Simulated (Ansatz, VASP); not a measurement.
# Zr: VASP beside Ansatz

```xyz
2
Lattice="3.2320 0.0000 0.0000 -1.6160 2.7990 0.0000 0.0000 0.0000 5.1470" Properties=species:S:1:pos:R:3 pbc="T T T"
Zr    0.0000    1.8660    1.2868
Zr    1.6160    0.9330    3.8603
```

Alike in both runs: task electric field gradients; functional PBEsol; k mesh 13 × 13 × 7; occupations fermi-dirac, width 0.08 eV; no spin polarisation.

|  | VASP | Ansatz |
| --- | --- | --- |
| version | VASP 6.6.1 | Ansatz 0.2.0 |
| potentials or method | VASP PAW PBE potentials, release 64 (Zr_sv), cutoff 520 eV | all-electron PAW with datasets made for the crystal, scalar-relativistic |

|  | VASP | Ansatz | Ansatz less VASP |
| --- | --- | --- | --- |
| pressure (GPa) | -3.2 | -3.3 | -0.03 |
| traceless stress, the component that is largest in VASP (GPa) | 0.43 | 0.43 | -0.002 |
| size of Vzz on the site where it differs most (V/Å²) | 41.7 | 42.3 | +0.61 |

VASP's potentials were made for PBE, not for PBEsol. Ansatz ran all-electron here, and VASP with PAW potentials.
